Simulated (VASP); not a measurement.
Here is a VASP 6.6.1 calculation.

Contents of INCAR:

```
SYSTEM = GeBiBr5
  ALGO = Normal
  EDIFF = 1E-6
  ENCUT = 520
  GGA = PE
  ISIF = 2
  ISMEAR = 0
  LASPH = .TRUE.
  LCHARG = .FALSE.
  LREAL = .FALSE.
  LWAVE = .FALSE.
  NBANDS = 41
  NELM = 100
  PREC = Accurate
  SIGMA = 0.1
```

Contents of KPOINTS:

```
k-points
0
G
  4 4 2
  0 0 0
```

File POSCAR:

```
GeBiBr5
1.0
    4.7718796400      0.0000000000      0.0000000000
    0.0000000000      4.7718796400      0.0000000000
    0.0000000000      0.0000000000      8.6833889500
Ge Bi Br
1 1 5
Direct
    0.5000000000      0.5000000000      0.0000000000
    0.0000000000      0.0000000000      0.5000000000
    0.0000000000      0.5000000000      0.3017445800
    0.0000000000      0.5000000000      0.6982554200
    0.5000000000      0.0000000000      0.3017445800
    0.5000000000      0.0000000000      0.6982554200
    0.0000000000      0.0000000000      0.0000000000
```

Potentials or basis: VASP PAW PBE potentials, release 64 (Ge_d, Bi_d, Br).

The run is started by

```sh
$ cat potpaw_PBE.64/Ge_d/POTCAR potpaw_PBE.64/Bi_d/POTCAR potpaw_PBE.64/Br/POTCAR > POTCAR
$ mpirun -np 1 vasp_std > vasp.out
```

Problem. Predict the pressure.

Solution. 2.6 GPa.

Problem. Estimate the band gap on the k mesh.

Solution. 0.29 eV (least direct gap 0.71 eV).

Problem. Predict the largest force.

Solution. 0.613 eV/Å.

Stress tensor (GPa, compression positive):
```
3.30 0.00 0.00
0.00 3.30 0.00
0.00 0.00 1.30
```

Caveat: spin-orbit coupling is left out, which moves the levels of the heavy elements. A k mesh can miss the band edges.
